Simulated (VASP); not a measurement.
Wanted: the native input for a VASP 6.6.1 run.

- Task: single point
- Functional: PBE
- Potentials or basis: VASP PAW PBE potentials, release 64 (Si, O)
- Cutoff: 520 eV
- k mesh: 6 × 6 × 6
- Occupations: fermi-dirac, width 0.05 eV
- Spin: no spin polarisation
- Dipole correction: no
- Further INCAR settings: ALGO = Normal; EDIFF = 1e-07; NBANDS = 44

The structure of SiO2 lies in POSCAR:

```
SiO2
1.0
   -2.6407100555      4.8083885561      4.4710906467
    2.6407100555     -4.8083885561      4.4710906467
    2.6407100555      4.8083885561     -4.4710906467
Si O
4 8
Direct
    0.2603409800      0.8449448900      0.4153960900
    0.0704512000      0.1550551100      0.9153960900
    0.7396590200      0.1550551100      0.5846039100
    0.9295488000      0.8449448900      0.0846039100
    0.5000000000      0.0000000000      0.5000000000
    0.0000000000      0.0000000000      0.0000000000
    0.7931754100      0.0000000000      0.2931754100
    0.2068245900      0.5000000000      0.2068245900
    0.2068245900      0.0000000000      0.7068245900
    0.7931754100      0.5000000000      0.7931754100
    0.8693111300      0.1193111300      0.7500000000
    0.1306888700      0.8806888700      0.2500000000
```

One way to write it, as run:

INCAR

```
SYSTEM = SiO2
ALGO = Normal ; EDIFF = 1E-7
ENCUT = 520 ; GGA = PE
ISIF = 2 ; ISMEAR = -1
LASPH = .True. ; LCHARG = .False.
LREAL = .False. ; LWAVE = .False.
NBANDS = 44 ; NELM = 80
PREC = Accurate ; SIGMA = 0.05
```

KPOINTS

```
k-points
0
Gamma
  6 6 6
  0 0 0
```

Potentials or basis: VASP PAW PBE potentials, release 64 (Si, O).

The run is started by

```console
$ cat potpaw_PBE.64/Si/POTCAR potpaw_PBE.64/O/POTCAR > POTCAR
$ mpirun -np 1 vasp_std > vasp.out
```

It gave:

```yaml
Pressure: 0.8 GPa
Largest_force: 0.127 eV/Å
Band_gap_on_the_k_mesh: 5.42 eV
```

Wall time 5.5 min on 1 thread of Intel(R) Xeon(R) 6975P-C (Granite Rapids) (shared host), peak memory 0.59 GiB.
